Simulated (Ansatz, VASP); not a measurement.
One calculation of BeCu2SnS4, two programs

```
CELL_PARAMETERS angstrom
-2.61790 2.61790 5.15425
2.61790 -2.61790 5.15425
2.61790 2.61790 -5.15425
ATOMIC_POSITIONS crystal
Cu 0.00000 0.00000 0.00000
Cu 0.75000 0.25000 0.50000
Be 0.25000 0.75000 0.50000
Sn 0.50000 0.50000 0.00000
S 0.11484 0.64034 0.03072
S 0.35966 0.39037 0.47450
S 0.60963 0.08412 0.96928
S 0.91588 0.88516 0.52550
```

Alike in both runs: task single point; functional PBE; k mesh 6 × 6 × 6; no spin polarisation.

|  | VASP | Ansatz |
| --- | --- | --- |
| version | VASP 6.6.1 | Ansatz 0.2.0 |
| potentials or method | VASP PAW PBE potentials, release 64 (Cu, Be, Sn_d, S) | plane waves, PAW |
| plane-wave cutoff (eV) | 520 | 420 |
| occupations | gaussian, width 0.01 eV | fixed |
| valence electrons in the cell | 62 | 78 |

```csv
,VASP,Ansatz,Ansatz less VASP
gap on the k mesh at the Fermi level (eV),0.76,0.73,-0.029
pressure (GPa),5.4,5.4,-0.01
rms of the force components (eV/Å),0.052,0.064,+0.0119
```

Atom by atom the forces differ by 0.016 eV/Å (rms over components). VASP's potentials hold 62 valence electrons a cell and Ansatz's 78, so a difference there can come from the potentials and not from the codes.
